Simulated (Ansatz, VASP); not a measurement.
Au in VASP and in Ansatz

File INCAR:

```
SYSTEM = Au
  PREC = Accurate
  ENCUT = 520
  EDIFF = 1E-6
  ISMEAR = -1
  SIGMA = 0.1
  LREAL = .False.
  LASPH = .True.
  NELM = 100
  ALGO = Normal
  ISIF = 2
  LWAVE = .False.
  LCHARG = .False.
  GGA = CA
  NBANDS = 30
```

The input KPOINTS:

```
regular mesh
0
Gamma
  14 14 4
  0 0 0
```

POSCAR

```
Au
1.0
    2.9174869312      0.0000000000      0.0000000000
   -1.4587434656      2.5266177977      0.0000000000
    0.0000000000      0.0000000000      9.7142374080
Au
4
Direct
    0.0000000000      1.0000000000      0.0000000000
    0.0000000000      1.0000000000      0.5000000000
    0.3333333333      0.6666666667      0.2500000000
    0.6666666667      0.3333333333      0.7500000000
```

Input for Ansatz:

```yaml
crystal:
  lattice:
    - [2.9174869312, 0.0, 0.0]
    - [-1.4587434656, 2.5266177977, 0.0]
    - [0.0, 0.0, 9.714237408]
  atoms:
    - { symbol: Au, position: [0.0, 1.0, 0.0] }
    - { symbol: Au, position: [0.0, 1.0, 0.5] }
    - { symbol: Au, position: [0.3333333333, 0.6666666667, 0.25] }
    - { symbol: Au, position: [0.6666666667, 0.3333333333, 0.75] }
hamiltonian:
  xc: lda
  pseudopotentials:
    kind: paw
    azcp:
      Au: "pseudopotentials/Au.paw.azcp"
basis:
  ecutwfc: 420
  fft_grid_basis: typed
kpoints:
  mp_grid: { grid: [14, 14, 4], shift: [0, 0, 0] }
magnetization:
  spin_polarized: false
scf:
  occupations: { method: fermi_dirac, width: 0.1 }
  lower_state_search: "off"
output:
  stress: true
```

Alike in both runs: task single point; functional LDA; k mesh 14 × 14 × 4; occupations fermi-dirac, width 0.1 eV; no spin polarisation.

|  | VASP | Ansatz |
| --- | --- | --- |
| version | VASP 6.6.1 | Ansatz 0.2.0 |
| potentials or method | VASP PAW LDA potentials, release 64 (Au), cutoff 520 eV | plane waves (420 eV) with PAW, scalar-relativistic |
| valence electrons in the cell | 44 | 76 |

VASP gave:

```
pressure (GPa)                                                : -11.4
traceless stress, the component that is largest in VASP (GPa) : -0.10
```

**Question.** What did Ansatz give for the same quantities?

**Answer.** Pressure (GPa): -11.8; traceless stress, the component that is largest in VASP (GPa): -0.03.

Ansatz warns that its potentials were made for another functional, while VASP's fit it. LDA's correlation is that of Perdew and Zunger in VASP and of Perdew and Wang (1992) in Ansatz. VASP's potentials hold 44 valence electrons a cell and Ansatz's 76, so a difference there can come from the potentials and not from the codes.

Spin-orbit coupling is off throughout.
